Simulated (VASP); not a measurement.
# Ga2O3 (C2/m) in VASP: notebook

Ga2O3 is run at these levels: PBE+D3(BJ), BLYP+D3(BJ); tasks: single point.

Program: VASP 6.6.1. These are calculated values, not measurements. Logs are shortened: lines on timing, memory, paths and dates and some standing lists are left out, and cuts for length are marked.

### Step 1. The cell of the first run

Symmetry: C2/m, No. 12, monoclinic system. The conventional cell has a = 12.375 Å, b = 3.077 Å, c = 5.874 Å, α = 90.00°, β = 103.83°, γ = 90.00°. Ga (site symmetry m) has 6 O at 1.96 to 2.10 Å within 2.6 Å. Ga (site symmetry m) has 4 O at 1.86 to 1.89 Å within 2.5 Å. Within 2.5 Å of O (site symmetry m) lie 3 Ga at 1.86 to 1.96 Å. O (site symmetry m) has 4 Ga at 1.89 to 2.10 Å within 2.5 Å. Within 2.5 Å of O (site symmetry m) lie 3 Ga at 1.86 to 1.96 Å.

### Step 2. Single point, PBE+D3(BJ)

INCAR reads:

```
SYSTEM = Ga2O3
PREC = Accurate
ENCUT = 520
EDIFF = 1E-6
ISMEAR = -1
SIGMA = 0.05
LREAL = .False.
LASPH = .True.
NELM = 80
ALGO = Normal
ISIF = 2
LWAVE = .False.
LCHARG = .False.
GGA = PE
IVDW = 12
NBANDS = 55
```

KPOINTS reads:

```
regular mesh
0
Gamma
  9 9 5
  0 0 0
```

POSCAR reads:

```
Ga2O3
1.0
    6.1873644791     -1.5385332127      0.0000000000
    6.1873644791      1.5385332127      0.0000000000
   -1.4042276835      0.0000000000      5.7040962965
Ga O
4 6
Direct
    0.3413400000      0.3413400000      0.6859800000
    0.6586600000      0.6586600000      0.3140200000
    0.9095000000      0.9095000000      0.2054000000
    0.0905000000      0.0905000000      0.7946000000
    0.5041000000      0.5041000000      0.7434000000
    0.4959000000      0.4959000000      0.2566000000
    0.8267000000      0.8267000000      0.4368000000
    0.1733000000      0.1733000000      0.5632000000
    0.8355000000      0.8355000000      0.8902000000
    0.1645000000      0.1645000000      0.1098000000
```

Potentials or basis: VASP PAW PBE potentials, release 64 (Ga_d, O).

Command:

```
cat potpaw_PBE.64/Ga_d/POTCAR potpaw_PBE.64/O/POTCAR > POTCAR
mpirun -np 1 vasp_std > vasp.out
```

OUTCAR:

```text
SYSTEM = Ga2O3
   PREC = Accurate
   ENCUT = 520
   EDIFF = 1E-6
   ISMEAR = -1
   LREAL = .False.
   LASPH = .True.
   NELM = 80
   ISIF = 2
   GGA = PE
   IVDW = 12
 IVDW          = 12

 ion  position               nearest neighbor table
   1  0.341  0.341  0.686-   5 1.96   9 1.96   9 1.96   8 2.03   7 2.10   7 2.10
   2  0.659  0.659  0.314-   6 1.96  10 1.96  10 1.96   7 2.03   8 2.10   8 2.10
   3  0.910  0.910  0.205-   6 1.86   6 1.86   9 1.86   7 1.89
   4  0.090  0.090  0.795-   5 1.86   5 1.86  10 1.86   8 1.89
   5  0.504  0.504  0.743-   4 1.86   4 1.86   1 1.96
   6  0.496  0.496  0.257-   3 1.86   3 1.86   2 1.96
   7  0.827  0.827  0.437-   3 1.89   2 2.03   1 2.10   1 2.10
   8  0.173  0.173  0.563-   4 1.89   1 2.03   2 2.10   2 2.10
   9  0.836  0.836  0.890-   3 1.86   1 1.96   1 1.96
  10  0.164  0.164  0.110-   4 1.86   2 1.96   2 1.96

  LATTYP: Found a base centered monoclinic cell.
 ALAT       =    12.3747289582
 B/A-ratio  =     0.2486572785
 C/A-ratio  =     0.4747093499
 COS(beta)  =    -0.2390419096

  Lattice vectors:

 A1 = (   6.1873644791,  -1.5385332127,   0.0000000000)
 A2 = (   6.1873644791,   1.5385332127,   0.0000000000)
 A3 = (  -1.4042276835,   0.0000000000,   5.7040962965)

Analysis of symmetry for initial positions (statically):
=====================================================================
 Subroutine PRICEL returns:
 Original cell was already a primitive cell.

 Routine SETGRP: Setting up the symmetry group for a
 base centered monoclinic supercell.

 Subroutine GETGRP returns: Found  4 space group operations
 (whereof  4 operations were pure point group operations)
 out of a pool of  4 trial point group operations.

The static configuration has the point symmetry C_2h.

Analysis of symmetry for dynamics (positions and initial velocities):
=====================================================================
 Subroutine PRICEL returns:
 Original cell was already a primitive cell.

 Routine SETGRP: Setting up the symmetry group for a
 base centered monoclinic supercell.

 Subroutine GETGRP returns: Found  4 space group operations
 (whereof  4 operations were pure point group operations)
 out of a pool of  4 trial point group operations.

The dynamic configuration has the point symmetry C_2h.

[... 117 lines left out ...]
   NSW    =      0    number of steps for IOM
   IBRION =     -1    ionic relax: 0-MD 1-quasi-New 2-CG
   NFREE  =      0    steps in history (QN), initial steepest desc. (CG)
   ISIF   =      2    stress and relaxation
   ISYM   =      2    0-nonsym 1-usesym 2-fastsym
   POTIM  = 0.5000    time-step for ionic-motion
   TEBEG  =    0.0;   TEEND  =   0.0 temperature during run
   PSTRESS=    0.0 pullay stress
   NELECT =      88.0000    total number of electrons
   NUPDOWN=      -1.0000    fix difference up-down
   EMIN   =  10.00;   EMAX   =-10.00  energy-range for DOS
   EFERMI =   0.00;   METHOD = LEGACY
   ISMEAR =    -1;   SIGMA  =   0.05  broadening in eV -4-tet -1-fermi 0-gaus
   EFERMI_NEDOS =   21; number of points for ismear=-14 and -15
   IALGO  =     38    algorithm
   IMIX   =      4    mixing-type and parameters
     AMIX     =   0.40;   BMIX     =  1.00
     AMIX_MAG =   1.60;   BMIX_MAG =  1.00
  volume/ion in A,a.u.               =      10.86        73.29
  Fermi-wavevector in a.u.,A,eV,Ry     =   1.526251  2.884196 31.693977  2.329442
  Thomas-Fermi vector in A             =   2.634310
   LORBIT       =      0    0 simple, 1 ext, 2 COOP (PROOUT), +10 PAW based schemes
   GGA     = PE    functional components
   LHFCALC =     F    Hartree Fock is set to
   AEXX    =    0.0000 exact exchange contribution
   IVDW    =    12    specifies the selected vdW correction
   LEPSILON=     F    determine dielectric tensor
   LRPA    =     F    only Hartree local field effects (RPA)
 non-spin polarized calculation
  energy-cutoff  :      520.00
  volume of cell :      108.60
 maximum number of plane-waves:      2939
   NGX = 23   NGY = 23   NGZ = 21

 number of electron      88.0000000 magnetization

 Free energy of the ion-electron system (eV)
  ---------------------------------------------------
  ext. energy  EPLUGINS =         0.00000000
  ---------------------------------------------------
  free energy    TOTEN  =       -59.66726783 eV

  energy without entropy =      -59.66726783  energy(sigma->0) =      -59.66726783

 E-fermi :   4.6145     XC(G=0): -11.4286

 val. band max:        3.5283805857   @ k =  -0.4444   0.4444   0.4000
 cond. band min:       5.5956098649   @ k =   0.0000   0.0000   0.0000
 fundamental gap:      2.0672292792
 Fermi energy:         4.6144792379

 k-point     1 :       0.0000    0.0000    0.0000
  band No.  band energies     occupation
      1     -15.1602      2.00000
      2     -14.0798      2.00000
      3     -14.0466      2.00000
      4     -13.9310      2.00000
      5     -13.4897      2.00000
      6     -13.4725      2.00000
[... 1381 lines left out ...]
     54      15.4147      0.00000
     55      15.6759      0.00000

 [... further k-points ...]

------------------------ aborting loop because EDIFF is reached ----------------------------------------

 Edisp (eV)   -1.92624

 E8    (eV) :    -0.7557

  FORCE on cell =-STRESS in cart. coord.  units (eV):
  Direction    XX          YY          ZZ          XY          YZ          ZX
  --------------------------------------------------------------------------------------
  -------------------------------------------------------------------------------------
  Total      -0.40860    -0.47089    -0.82974     0.00000     0.00000     0.03162
  in kB      -6.02805    -6.94706   -12.24117     0.00000     0.00000     0.46648
  external pressure =       -8.41 kB  Pullay stress =        0.00 kB

 VOLUME and BASIS-vectors are now :
 -----------------------------------------------------------------------------
  energy-cutoff  :      520.00
  volume of cell :      108.60
      direct lattice vectors                 reciprocal lattice vectors
     6.187364479 -1.538533213  0.000000000     0.080809851 -0.324984860  0.019893674
     6.187364479  1.538533213  0.000000000     0.080809851  0.324984860  0.019893674
    -1.404227684  0.000000000  5.704096297     0.000000000  0.000000000  0.175312608

 POSITION                                       TOTAL-FORCE (eV/Angst)
 -----------------------------------------------------------------------------------
      3.26072      0.00000      3.91290         0.023994      0.000000      0.018914
      7.70978      0.00000      1.79120        -0.023994      0.000000     -0.018914
     10.96639      0.00000      1.17162        -0.004721      0.000000     -0.082084
      0.00411      0.00000      4.53247         0.004721      0.000000      0.082084
      5.19420      0.00000      4.24043         0.002496      0.000000      0.010064
      5.77630      0.00000      1.46367        -0.002496      0.000000     -0.010064
      9.61682      0.00000      2.49155         0.000144      0.000000     -0.006977
      1.35368      0.00000      3.21255        -0.000144      0.000000      0.006977
      9.08904      0.00000      5.07779        -0.023354      0.000000      0.095989
      1.88146      0.00000      0.62631         0.023354      0.000000     -0.095989
 -----------------------------------------------------------------------------------
    total drift:                                0.000000      0.000000      0.000000

  FREE ENERGIE OF THE ION-ELECTRON SYSTEM (eV)
  ---------------------------------------------------
  free  energy   TOTEN  =       -61.5935060200 eV

  energy  without entropy=      -61.5935060199  energy(sigma->0) =      -61.59350602
```

OSZICAR:

```text
N       E                     dE             d eps       ncg     rms          rms(c)
DAV:   1     0.120345123284E+04    0.12035E+04   -0.40064E+04 15003   0.291E+03
DAV:   2     0.194197352095E+03   -0.10093E+04   -0.94715E+03 13058   0.805E+02
DAV:   3    -0.485148617623E+02   -0.24271E+03   -0.23509E+03 14574   0.256E+02
DAV:   4    -0.681854729537E+02   -0.19671E+02   -0.19449E+02 15935   0.788E+01
DAV:   5    -0.688390444730E+02   -0.65357E+00   -0.65219E+00 16042   0.147E+01    0.176E+01
DAV:   6    -0.595626854121E+02    0.92764E+01   -0.31161E+01 23172   0.604E+01    0.498E+00
DAV:   7    -0.597206262217E+02   -0.15794E+00   -0.31629E+00 14167   0.101E+01    0.348E+00
DAV:   8    -0.597001864683E+02    0.20440E-01   -0.55415E-01 18240   0.770E+00    0.134E+00
DAV:   9    -0.596651511979E+02    0.35035E-01   -0.15367E-01 18628   0.537E+00    0.247E-01
DAV:  10    -0.596667816611E+02   -0.16305E-02   -0.22177E-02 16092   0.106E+00    0.161E-01
DAV:  11    -0.596671893438E+02   -0.40768E-03   -0.23863E-03 16344   0.625E-01    0.802E-02
DAV:  12    -0.596672555170E+02   -0.66173E-04   -0.65628E-04 16370   0.406E-01    0.178E-02
DAV:  13    -0.596672664182E+02   -0.10901E-04   -0.12255E-04 19517   0.873E-02    0.737E-03
DAV:  14    -0.596672683108E+02   -0.18926E-05   -0.19106E-05 13404   0.491E-02    0.881E-03
DAV:  15    -0.596672678344E+02    0.47640E-06   -0.95562E-06 16271   0.255E-02
   1 F= -.61593506E+02 E0= -.61593506E+02  d E =-.120404E-09
```

Run time: 20 min. Hardware: 1 thread of Oxide Virtual Turin-like, shared host; peak memory 0.62 GiB.

Results:

* Free energy: -61.5935 eV
* Pressure: -0.8 GPa
* Largest force: 0.099 eV/Å
* Band gap on the k mesh: 2.07 eV (least direct gap 2.09 eV)
* Dispersion energy per atom: -0.193 eV

Forces on the atoms (eV/Å):
```
Ga   0.024  0.000  0.019
Ga  -0.024  0.000 -0.019
Ga  -0.005  0.000 -0.082
Ga   0.005  0.000  0.082
O    0.002  0.000  0.010
O   -0.002  0.000 -0.010
O    0.000  0.000 -0.007
O    0.000  0.000  0.007
O   -0.023  0.000  0.096
O    0.023  0.000 -0.096
```

Caveat: an odd mesh through Γ misses points on the zone boundary, where band edges can lie.

### Step 3. Single point, BLYP+D3(BJ)

This run uses another cell than the first one, of 10.84 Å³/atom.

INCAR reads:

```
PREC = Accurate ; ENCUT = 520
EDIFF = 1E-6 ; ISMEAR = -1
SIGMA = 0.05 ; LREAL = F
LASPH = T ; NELM = 60
ALGO = Normal ; ISIF = 2
LWAVE = F ; LCHARG = F
GGA = B5 ; ALDAX = 1.0
AGGAX = 1.0 ; AGGAC = 1.0
ALDAC = 0.0 ; IVDW = 12
VDW_S6 = 1.0 ; VDW_S8 = 2.6996
VDW_A1 = 0.4298 ; VDW_A2 = 4.2359
NBANDS = 55
```

KPOINTS reads:

```
regular mesh
0
Gamma
  9 9 5
```

POSCAR reads:

```
Ga2O3
1.0
    6.1875107415     -1.5376020519      0.0091368617
    6.1875107415      1.5376020519      0.0091368617
   -1.3958376567      0.0000000000      5.6937625799
Ga O
4 6
Direct
    0.3410798446      0.3410798446      0.6875914174
    0.6589201554      0.6589201554      0.3124085826
    0.9096438098      0.9096438098      0.2057731464
    0.0903561902      0.0903561902      0.7942268536
    0.5036675896      0.5036675896      0.7442630741
    0.4963324104      0.4963324104      0.2557369259
    0.8267739336      0.8267739336      0.4369470421
    0.1732260664      0.1732260664      0.5630529579
    0.8346220591      0.8346220591      0.8921617584
    0.1653779409      0.1653779409      0.1078382416
```

Potentials or basis: VASP PAW PBE potentials, release 64 (Ga_d, O).

Command:

```
cat potpaw_PBE.64/Ga_d/POTCAR potpaw_PBE.64/O/POTCAR > POTCAR
mpirun -np 1 vasp_std > vasp.out
```

Wall time 18 min (1 thread of Oxide Virtual Turin-like, shared host); peak memory 0.62 GiB.

It converged, with:

```yaml
Free_energy: -59.7317 eV
Pressure: 2.0 GPa
Largest_force: 0.097 eV/Å
Band_gap_on_the_k_mesh: 2.18 eV (least direct gap 2.20 eV)
Dispersion_energy_per_atom: -0.420 eV
```

Forces on the atoms (eV/Å):
```
Ga   0.001  0.000 -0.058
Ga  -0.001  0.000  0.058
Ga  -0.034  0.000  0.006
Ga   0.034  0.000 -0.006
O   -0.090  0.000 -0.035
O    0.090  0.000  0.035
O   -0.042  0.000  0.081
O    0.042  0.000 -0.081
O   -0.073  0.000 -0.044
O    0.073  0.000  0.044
```

Stress tensor (GPa, compression positive):
```
1.90 0.00 0.05
0.00 2.27 0.00
0.05 0.00 1.99
```

Levels at points of the mesh, in eV from the valence-band top:
| k point | band 41 | band 42 | band 43 | band 44 | band 45 | band 46 | band 47 | band 48 |
| --- | --- | --- | --- | --- | --- | --- | --- | --- |
| (0.00, 0.00, 0.00) | -0.64 | -0.47 | -0.26 | -0.02 | 2.18 | 5.46 | 6.37 | 6.59 |

Caveat: the PAW data sets were made with another functional, which shifts forces and pressure a little; an odd mesh through Γ misses points on the zone boundary, where band edges can lie.
